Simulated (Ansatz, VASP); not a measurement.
## Mg2CdO3: VASP beside Ansatz

```
Mg Cd O
1.0
     3.12628    0.00000    0.00000
    -1.56314    2.70744    0.00000
     0.00000    0.00000    7.77787
Mg Cd O
2 1 3
Direct
  0.33333 0.66667 0.34357
  0.66667 0.33333 0.65643
  0.00000 0.00000 0.00000
  0.66667 0.33333 0.19476
  0.33333 0.66667 0.80524
  0.00000 0.00000 0.50000
```

Alike in both runs: functional PBE; k mesh 4 × 4 × 2; occupations gaussian, width 0.15 eV; no spin polarisation.

Ansatz relaxed the structure, and its values are those at the end. VASP's run is a single point on that final structure, the one shown.

|  | VASP | Ansatz |
| --- | --- | --- |
| version | VASP 6.6.1 | Ansatz 0.2.0 |
| potentials or method | VASP PAW PBE potentials, release 64 (Mg_sv, Cd_sv_GW, O), cutoff 840 eV | scalar-relativistic, plane waves, PAW |
| valence electrons in the cell | 58 | 58 |

```tsv
	VASP	Ansatz	Ansatz less VASP
gap on the k mesh at the Fermi level (eV)	1.93	1.93	+0.003
least direct gap on the mesh (eV)	2.07	2.07	+0.002
pressure (GPa)	-0.7	-0.6	+0.10
rms of the force components (eV/Å)	0.002	0.005	+0.0025
```

The k mesh is coarse, so the values compare programs but aren't converged.
